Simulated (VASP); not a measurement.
# Ru (Im-3m) in VASP: further runs

Ru is run at these levels: PBE; tasks: single point, relaxation of cell and atoms.

Program: VASP 6.6.1. These are calculated values, not measurements. Logs are shortened: lines on timing, memory, paths and dates and some standing lists are left out, and cuts for length are marked.

## (1) The cell of the first run

The structure is cubic, space group Im-3m (No. 229). Conventional cell: a = 2.970 Å, b = 2.970 Å, c = 2.970 Å, α = 90.00°, β = 90.00°, γ = 90.00°. Ru (site symmetry m-3m) has 14 Ru at 2.57 to 2.97 Å within 3.4 Å.

## (2) Single point, PBE (volume scaled by 0.92)

The input, INCAR:

```
PREC = Accurate
ENCUT = 520
EDIFF = 1E-6
ISMEAR = -1
SIGMA = 0.08
LREAL = False
LASPH = True
NELM = 100
ALGO = Normal
ISIF = 2
LWAVE = False
LCHARG = False
GGA = PE
NBANDS = 13
```

The input, KPOINTS:

```
Automatic mesh
0
Gamma
  18 18 18
```

The input, POSCAR:

```
Ru
1.0
   -1.4851578510      1.4851578510      1.4851578510
    1.4851578510     -1.4851578510      1.4851578510
    1.4851578510      1.4851578510     -1.4851578510
Ru
1
Direct
    0.0000000000      0.0000000000      0.0000000000
```

Potentials or basis: VASP PAW PBE potentials, release 64 (Ru_pv).

Started as:

```
$ cat potpaw_PBE.64/Ru_pv/POTCAR > POTCAR
$ mpirun -np 1 vasp_std > vasp.out
```

OUTCAR:

```text
PREC = Accurate
   ENCUT = 520
   EDIFF = 1E-6
   ISMEAR = -1
   LREAL = False
   LASPH = True
   NELM = 100
   ISIF = 2
   GGA = PE

 ion  position               nearest neighbor table
   1  0.000  0.000  0.000-

  LATTYP: Found a body centered cubic cell.
 ALAT       =     2.9703157020

  Lattice vectors:

 A1 = (  -1.4851578510,   1.4851578510,   1.4851578510)
 A2 = (   1.4851578510,  -1.4851578510,   1.4851578510)
 A3 = (   1.4851578510,   1.4851578510,  -1.4851578510)

Analysis of symmetry for initial positions (statically):
=====================================================================
 Subroutine PRICEL returns:
 Original cell was already a primitive cell.

 Routine SETGRP: Setting up the symmetry group for a
 body centered cubic supercell.

 Subroutine GETGRP returns: Found 48 space group operations
[... 9 lines left out ...]

 Routine SETGRP: Setting up the symmetry group for a
 body centered cubic supercell.

 Subroutine GETGRP returns: Found 48 space group operations
[... 11 lines left out ...]
                                     Primitive cell

  volume of cell :      13.1032

  direct lattice vectors                    reciprocal lattice vectors
    -1.485157851  1.485157851  1.485157851     0.000000000  0.336664550  0.336664550
     1.485157851 -1.485157851  1.485157851     0.336664550  0.000000000  0.336664550
     1.485157851  1.485157851 -1.485157851     0.336664550  0.336664550  0.000000000

  length of vectors
     2.572368855  2.572368855  2.572368855     0.476115573  0.476115573  0.476115573

  position of ions in fractional coordinates (direct lattice)
     0.000000000  0.000000000  0.000000000

  ion indices of the primitive-cell ions
   primitive index   ion index
                 1           1

----------------------------------------------------------------------------------------

 KPOINTS: Automatic mesh

Automatic generation of k-mesh.
 Grid dimensions read from file:
 generate k-points for:   18   18   18

 Generating k-lattice:

  Cartesian coordinates                     Fractional coordinates (reciprocal lattice)
     0.000000000  0.018703586  0.018703586     0.055555556  0.000000000  0.000000000
     0.018703586  0.000000000  0.018703586     0.000000000  0.055555556  0.000000000
     0.018703586  0.018703586  0.000000000     0.000000000  0.000000000  0.055555556

  Length of vectors
     0.026450865  0.026450865  0.026450865

  Shift w.r.t. Gamma in fractional coordinates (k-lattice)
     0.000000000  0.000000000  0.000000000

 Subroutine IBZKPT returns following result:
 ===========================================

 Found    195 irreducible k-points:

 Following reciprocal coordinates:
            Coordinates               Weight
  0.000000  0.000000  0.000000      1.000000
  0.055556  0.000000  0.000000     12.000000
  0.111111  0.000000  0.000000     12.000000
  0.166667  0.000000  0.000000     12.000000
  0.222222  0.000000  0.000000     12.000000
  0.277778  0.000000  0.000000     12.000000
[... 16 lines left out ...]
  0.333333  0.111111 -0.000000     48.000000
  0.388889  0.111111  0.000000     48.000000
 [... further k-points ...]
   k-points           NKPTS =    195   k-points in BZ     NKDIM =    195   number of bands    NBANDS=     13
   number of dos      NEDOS =    301   number of ions     NIONS =      1
   total plane-waves  NPLWV =   8000
   dimension x,y,z NGX =    20 NGY =   20 NGZ =   20
   dimension x,y,z NGXF=    40 NGYF=   40 NGZF=   40
   ions per type =               1
   NGX,Y,Z   is equivalent  to a cutoff of  12.93, 12.93, 12.93 a.u.
   NGXF,Y,Z  is equivalent  to a cutoff of  25.85, 25.85, 25.85 a.u.
 SYSTEM =  unknown system
   PREC   = accura    normal or accurate (medium, high low for compatibility)
   ISTART =      0    job   : 0-new  1-cont  2-samecut
   ICHARG =      2    charge: 1-file 2-atom 10-const
   ISPIN  =      1    spin polarized calculation?
   LNONCOLLINEAR =      F non collinear calculations
   LSORBIT =      F    spin-orbit coupling
   LASPH  =      T    aspherical Exc in radial PAW
   ENCUT  =  520.0 eV  38.22 Ry    6.18 a.u.   4.78  4.78  4.78*2*pi/ulx,y,z
   NELM   =    100;   NELMIN=  2; NELMDL= -5     # of ELM steps
   EDIFF  = 0.1E-05   stopping-criterion for ELM
   LREAL  =      F    real-space projection
   EDIFFG = 0.1E-04   stopping-criterion for IOM
   NSW    =      0    number of steps for IOM
   IBRION =     -1    ionic relax: 0-MD 1-quasi-New 2-CG
   NFREE  =      0    steps in history (QN), initial steepest desc. (CG)
   ISIF   =      2    stress and relaxation
   ISYM   =      2    0-nonsym 1-usesym 2-fastsym
   POTIM  = 0.5000    time-step for ionic-motion
   TEBEG  =    0.0;   TEEND  =   0.0 temperature during run
   PSTRESS=    0.0 pullay stress
   NELECT =      14.0000    total number of electrons
   NUPDOWN=      -1.0000    fix difference up-down
   EMIN   =  10.00;   EMAX   =-10.00  energy-range for DOS
   EFERMI =   0.00;   METHOD = LEGACY
   ISMEAR =    -1;   SIGMA  =   0.08  broadening in eV -4-tet -1-fermi 0-gaus
   EFERMI_NEDOS =   21; number of points for ismear=-14 and -15
   IALGO  =     38    algorithm
   IMIX   =      4    mixing-type and parameters
     AMIX     =   0.40;   BMIX     =  1.00
     AMIX_MAG =   1.60;   BMIX_MAG =  1.00
  volume/ion in A,a.u.               =      13.10        88.42
  Fermi-wavevector in a.u.,A,eV,Ry     =   1.673625  3.162693 38.110213  2.801022
  Thomas-Fermi vector in A             =   2.758564
   LORBIT       =      0    0 simple, 1 ext, 2 COOP (PROOUT), +10 PAW based schemes
   GGA     = PE    functional components
   LHFCALC =     F    Hartree Fock is set to
   AEXX    =    0.0000 exact exchange contribution
   IVDW    =     0    specifies the selected vdW correction
   LEPSILON=     F    determine dielectric tensor
   LRPA    =     F    only Hartree local field effects (RPA)
 non-spin polarized calculation
  energy-cutoff  :      520.00
  volume of cell :       13.10
 maximum number of plane-waves:       370
   NGX =  9   NGY =  9   NGZ =  9

 number of electron      13.9999999 magnetization

 Free energy of the ion-electron system (eV)
  ---------------------------------------------------
  ext. energy  EPLUGINS =         0.00000000
  ---------------------------------------------------
  free energy    TOTEN  =        -8.53768603 eV

  energy without entropy =       -8.50154797  energy(sigma->0) =       -8.51961700

 E-fermi :  13.6707     XC(G=0): -14.3301

 val. band max:       13.6682025247   @ k =   0.2778   0.1111   0.1111
 cond. band min:      13.6902075418   @ k =   0.3333   0.2778  -0.0000
 fundamental gap:      0.0220050171
 Fermi energy:        13.6706706552

 k-point     1 :       0.0000    0.0000    0.0000
  band No.  band energies     occupation
      1     -28.9192      2.00000
      2     -28.9192      2.00000
      3     -28.9192      2.00000
      4       5.2987      2.00000
      5      10.5951      2.00000
      6      10.5951      2.00000
      7      10.5951      2.00000
      8      13.5547      1.61985
      9      13.5547      1.61985
     10      24.1226      0.00000
     11      30.8623      0.00000
     12      30.8623      0.00000
     13      30.8623      0.00000

 k-point     2 :       0.0556    0.0000    0.0000
  band No.  band energies     occupation
      1     -28.9581      2.00000
      2     -28.9315      2.00000
      3     -28.9194      2.00000
      4       5.4443      2.00000
      5      10.5252      2.00000
      6      10.5905      2.00000
      7      10.7227      2.00000
      8      13.4590      1.86752
      9      13.5586      1.60474
     10      24.1226      0.00000
     11      30.9504      0.00000
     12      31.0560      0.00000
     13      31.0930      0.00000

 k-point     3 :       0.1111    0.0000    0.0000
  band No.  band energies     occupation
      1     -29.0691      2.00000
      2     -28.9666      2.00000
      3     -28.9199      2.00000
      4       5.8589      2.00000
      5      10.3293      2.00000
      6      10.5664      2.00000
      7      11.0994      2.00000
      8      13.2396      1.99091
      9      13.5733      1.54291
     10      24.1226      0.00000
     11      31.1386      0.00000
     12      31.4954      0.00000
     13      31.7670      0.00000

 k-point     4 :       0.1667    0.0000    0.0000
  band No.  band energies     occupation
      1     -29.2368      2.00000
      2     -29.0201      2.00000
      3     -28.9207      2.00000
      4       6.4627      2.00000
      5      10.0434      2.00000
      6      10.5255      2.00000
      7      11.7066      2.00000
      8      13.0500      1.99915
      9      13.6070      1.37839
     10      24.1226      0.00000
     11      31.1801      0.00000
     12      31.7609      0.00000
     13      32.8349      0.00000

 k-point     5 :       0.2222    0.0000    0.0000
  band No.  band energies     occupation
      1     -29.4388      2.00000
      2     -29.0853      2.00000
      3     -28.9217      2.00000
      4       7.0705      2.00000
      5       9.7133      2.00000
      6      10.5965      2.00000
      7      12.5109      2.00000
      8      13.0097      1.99948
      9      13.6671      1.02237
     10      24.1225      0.00000
     11      30.7647      0.00000
     12      31.3202      0.00000
     13      34.2245      0.00000

 k-point     6 :       0.2778    0.0000    0.0000
  band No.  band energies     occupation
      1     -29.6494      2.00000
      2     -29.1539      2.00000
      3     -28.9228      2.00000
      4       7.3962      2.00000
      5       9.3835      2.00000
      6      11.0710      2.00000
      7      13.1262      1.99779
      8      13.4586      1.86820
      9      13.7555      0.51469
     10      24.1224      0.00000
     11      29.9136      0.00000
     12      30.0652      0.00000
     13      35.8436      0.00000

 k-point     7 :       0.3333    0.0000    0.0000
  band No.  band energies     occupation
      1     -29.8433      2.00000
      2     -29.2178      2.00000
      3     -28.9239      2.00000
      4       7.3648      2.00000
      5       9.0911      2.00000
      6      12.0210      2.00000
      7      13.3511      1.96385
      8      13.8636      0.16461
      9      14.4664      0.00010
     10      24.1222      0.00000
     11      28.3724      0.00000
     12      28.9429      0.00000
     13      36.3444      0.00000
[... 193 lines left out ...]
 k-point    20 :       0.1667    0.1111   -0.0000
  band No.  band energies     occupation
      1     -29.4982      2.00000
      2     -29.0860      2.00000
      3     -28.9666      2.00000
      4       7.4246      2.00000
      5       9.7794      2.00000
      6      10.1006      2.00000
      7      12.7829      1.99997
      8      13.1265      1.99778
      9      13.8876      0.12465
     10      24.1225      0.00000
     11      31.0750      0.00000
     12      31.2316      0.00000
     13      33.6444      0.00000

 k-point    21 :       0.2222    0.1111    0.0000
  band No.  band energies     occupation
      1     -29.6777      2.00000
      2     -29.1647      2.00000
      3     -28.9718      2.00000
      4       7.7740      2.00000
      5       9.4522      2.00000
      6      10.4082      2.00000
      7      12.8754      1.99990
      8      13.9240      0.08092
      9      14.3128      0.00065
     10      24.1224      0.00000
     11      29.8555      0.00000
     12      30.3375      0.00000
     13      34.8215      0.00000

 k-point    22 :       0.2778    0.1111   -0.0000
  band No.  band energies     occupation
      1     -29.8419      2.00000
      2     -29.2413      2.00000
      3     -28.9751      2.00000
      4       7.7394      2.00000
      5       9.1747      2.00000
      6      11.1333      2.00000
      7      13.1005      1.99840
      8      14.1037      0.00887
      9      15.4626      0.00000
     10      24.1222      0.00000
     11      28.2489      0.00000
     12      29.3276      0.00000
     13      34.3541      0.00000

 k-point    23 :       0.3333    0.1111   -0.0000
  band No.  band energies     occupation
      1     -29.9731      2.00000
      2     -29.3046      2.00000
      3     -28.9773      2.00000
      4       7.5469      2.00000
      5       8.9690      2.00000
      6      11.9396      2.00000
      7      13.3565      1.96135
      8      14.3164      0.00062
      9      16.6414      0.00000
     10      24.1216      0.00000
     11      26.5433      0.00000
     12      28.4790      0.00000
     13      33.0623      0.00000

 k-point    24 :       0.3889    0.1111    0.0000
  band No.  band energies     occupation
      1     -30.0577      2.00000
      2     -29.3459      2.00000
      3     -28.9786      2.00000
      4       7.3814      2.00000
      5       8.8423      2.00000
      6      12.5190      2.00000
      7      13.4690      1.85122
      8      14.6521      0.00001
      9      17.6171      0.00000
     10      24.1197      0.00000
     11      25.1296      0.00000
     12      27.9313      0.00000
     13      32.1457      0.00000

 [... further k-points ...]
[... 5 lines left out ...]
  --------------------------------------------------------------------------------------
  -------------------------------------------------------------------------------------
  Total        2.3219523      2.3219523      2.3219523      0.0000000      0.0000000      0.0000000
  in kB      283.9135018    283.9135018    283.9135018      0.0000000      0.0000000      0.0000000
  external PRESSURE =     283.9135018 kB  Pullay stress =       0.0000000 kB

 VOLUME and BASIS-vectors are now :
 -----------------------------------------------------------------------------
  energy-cutoff  :      520.00
  volume of cell :       13.10
      direct lattice vectors                 reciprocal lattice vectors
    -1.485157851  1.485157851  1.485157851     0.000000000  0.336664550  0.336664550
     1.485157851 -1.485157851  1.485157851     0.336664550  0.000000000  0.336664550
     1.485157851  1.485157851 -1.485157851     0.336664550  0.336664550  0.000000000

 POSITION                                       TOTAL-FORCE (eV/Angst)
 -----------------------------------------------------------------------------------
      0.00000      0.00000      0.00000        -0.000000     -0.000000      0.000000
 -----------------------------------------------------------------------------------
    total drift:                                0.000000     -0.000000      0.000000

  FREE ENERGIE OF THE ION-ELECTRON SYSTEM (eV)
  ---------------------------------------------------
  free  energy   TOTEN  =        -8.5376860338 eV

  energy  without entropy=       -8.5015479717  energy(sigma->0) =       -8.51961700
```

It took 19 s on 1 thread of Intel Xeon 6975P-C, shared host; peak memory 0.15 GiB.

Results:

| Quantity | Value |
| --- | --- |
| Free energy | -8.5377 eV |
| Pressure | 28.4 GPa |
| Band gap on the k mesh | zero (band 7 reaches 15.68 eV, above the bottom of band 8 at 11.64 eV) |

Levels at points of the mesh, in eV from the Fermi level:
| k point | band 4 | band 5 | band 6 | band 7 | band 8 | band 9 | band 10 | band 11 |
| --- | --- | --- | --- | --- | --- | --- | --- | --- |
| (0.00, 0.00, 0.00) | -8.37 | -3.08 | -3.08 | -3.08 | -0.12 | -0.12 | 10.45 | 17.19 |
| (0.50, 0.00, 0.00) | -6.71 | -5.00 | -0.11 | 0.41 | 1.25 | 2.69 | 10.45 | 11.08 |
| (0.50, 0.50, 0.50) | -6.88 | -6.88 | 2.01 | 2.01 | 2.01 | 9.72 | 9.72 | 9.72 |

Caveat: the cell differs from its parent crystal (volume scaled by 0.92).

## (3) Single point, PBE

This run uses another cell than the first one, of 14.24 Å³/atom, 1.087 times its volume.

Edit INCAR of step 2 so:

```diff
@@ -7,3 +7,3 @@
 LASPH = True
-NELM = 100
+NELM = 80
 ALGO = Normal
```

KPOINTS is that of step 2.

The input, POSCAR:

```
Ru
1.0
   -1.5270151280      1.5270151280      1.5270151280
    1.5270151280     -1.5270151280      1.5270151280
    1.5270151280      1.5270151280     -1.5270151280
Ru
1
Direct
    0.0000000000      0.0000000000      0.0000000000
```

Potentials or basis: VASP PAW PBE potentials, release 64 (Ru_pv).

Started as:

```
$ cat potpaw_PBE.64/Ru_pv/POTCAR > POTCAR
$ mpirun -np 1 vasp_std > vasp.out
```

It took 24 s on 1 thread of Intel Xeon 6975P-C, shared host; peak memory 0.15 GiB.

It converged, with:

- Free energy: -8.6311 eV
- Pressure: -0.1 GPa
- Band gap on the k mesh: zero (band 7 reaches 13.90 eV, above the bottom of band 8 at 10.35 eV)

Levels at points of the mesh, in eV from the Fermi level:
```
           k point  band 3  band 4  band 5  band 6  band 7  band 8  band 9  band 10  band 11  band 12
(0.00, 0.00, 0.00)  -42.56   -7.86   -2.73   -2.73   -2.73   -0.09   -0.09    10.57    17.13    17.13
(0.50, 0.00, 0.00)  -42.56   -6.01   -4.42   -0.11    0.35    1.17    2.35     9.98    10.57    13.60
(0.50, 0.50, 0.50)  -43.21   -6.08   -6.08    1.76    1.76    1.76    9.22     9.22     9.22    10.57
```

## (4) Relaxation of cell and atoms, PBE

This run uses another cell than the first one, of 13.77 Å³/atom, 1.051 times its volume.

The input, INCAR:

```
SYSTEM = Ru
ALGO = Normal
EDIFF = 1E-7
EDIFFG = -0.005
ENCUT = 600
GGA = PE
IBRION = 2
ISIF = 3
ISMEAR = -1
LASPH = .TRUE.
LCHARG = .FALSE.
LREAL = .FALSE.
LWAVE = .FALSE.
NELM = 80
NSW = 60
PREC = Accurate
SIGMA = 0.08
```

The input, KPOINTS:

```
k-points
0
G
  18 18 18
  0 0 0
```

The input, POSCAR:

```
Ru
1.0
   -1.5098609582      1.5098609582      1.5098609582
    1.5098609582     -1.5098609582      1.5098609582
    1.5098609582      1.5098609582     -1.5098609582
Ru
1
Direct
    0.0000000000      0.0000000000      0.0000000000
```

Started as:

```
$ cat potpaw_PBE.64/Ru_pv/POTCAR > POTCAR
$ mpirun -np 1 vasp_std > vasp.out
```

It took 2.1 min on 1 thread of Intel Xeon 6975P-C, shared host; peak memory 0.18 GiB.

The run converged. Its results:

```
Free energy                            : -8.6306 eV
Relaxed volume                         : 14.23 Å³/atom
Relaxed cell                           : a = 2.644 Å, b = 2.644 Å, c = 2.644 Å, α = 109.47°, β = 109.47°, γ = 109.47°
Space group after relaxing (to 0.05 Å) : Im-3m (No. 229)
Energy gained by relaxing              : 14.2 meV/atom
Ionic steps                            : 16
Pressure after relaxing                : 0.0 GPa
Band gap on the k mesh                 : zero (band 7 reaches 13.91 eV, above the bottom of band 8 at 10.36 eV)
```

The path:
| step | energy change (eV) | largest force (eV/Å) | pressure (GPa) | volume (Å³) |
| --- | --- | --- | --- | --- |
| 1 | 0.0000 | 0.0000 | 10.12 | 13.77 |
| 2 | 0.0780 | 0.0000 | -20.14 | 15.57 |
| 3 | -0.0142 | 0.0000 | -0.27 | 14.25 |
| 4 | -0.0142 | 0.0000 | -0.07 | 14.24 |
| 5 | -0.0142 | 0.0000 | 0.12 | 14.23 |
| 6 | -0.0142 | 0.0000 | 0.13 | 14.23 |
| 7 | -0.0142 | 0.0000 | 0.10 | 14.23 |
| 8 | -0.0142 | 0.0000 | 0.10 | 14.23 |
| 9 | -0.0142 | 0.0000 | 0.10 | 14.23 |
| 10 | -0.0142 | 0.0000 | 0.10 | 14.23 |
| 11 | -0.0142 | 0.0000 | 0.10 | 14.23 |
| 12 | -0.0142 | 0.0000 | 0.10 | 14.23 |
| 13 | -0.0142 | 0.0000 | 0.11 | 14.23 |
| 14 | -0.0142 | 0.0000 | 0.08 | 14.23 |
| 15 | -0.0142 | 0.0000 | 0.07 | 14.23 |
| 16 | -0.0142 | 0.0000 | 0.02 | 14.23 |

Final structure:
```yaml
crystal:
  lattice:
    - [-1.52666, 1.52666, 1.52666]
    - [1.52666, -1.52666, 1.52666]
    - [1.52666, 1.52666, -1.52666]
  atoms:
    - { symbol: Ru, position: [0.00000, 0.00000, 0.00000] }
```

Levels at points of the mesh, in eV from the Fermi level:
| k point | band 3 | band 4 | band 5 | band 6 | band 7 | band 8 | band 9 | band 10 | band 11 |
| --- | --- | --- | --- | --- | --- | --- | --- | --- | --- |
| (0.00, 0.00, 0.00) | -42.56 | -7.86 | -2.73 | -2.73 | -2.73 | -0.09 | -0.09 | 10.57 | 17.13 |
| (0.50, 0.00, 0.00) | -42.56 | -6.02 | -4.43 | -0.11 | 0.35 | 1.18 | 2.35 | 9.99 | 10.57 |
| (0.50, 0.50, 0.50) | -43.21 | -6.08 | -6.08 | 1.76 | 1.76 | 1.76 | 9.22 | 9.22 | 9.22 |

## (5) The runs side by side

```tsv
task	cell	cutoff (eV)	gap on the mesh (eV)	pressure (GPa)
single point	a = 2.572 Å, angles 109.5°, 1 atom	520	none	28.4
single point	a = 2.645 Å, angles 109.5°, 1 atom	520	none	-0.1
relaxation of cell and atoms	relaxed from a = 2.615 Å, angles 109.5°, 1 atom	600	none	0.0
```

Alike in all rows: level PBE; potentials or basis VASP PAW PBE potentials, release 64 (Ru_pv); no spin polarisation; k mesh 18 × 18 × 18; smearing fermi-dirac 0.08 eV.

Absolute energies hang on the potentials; compare differences alone.
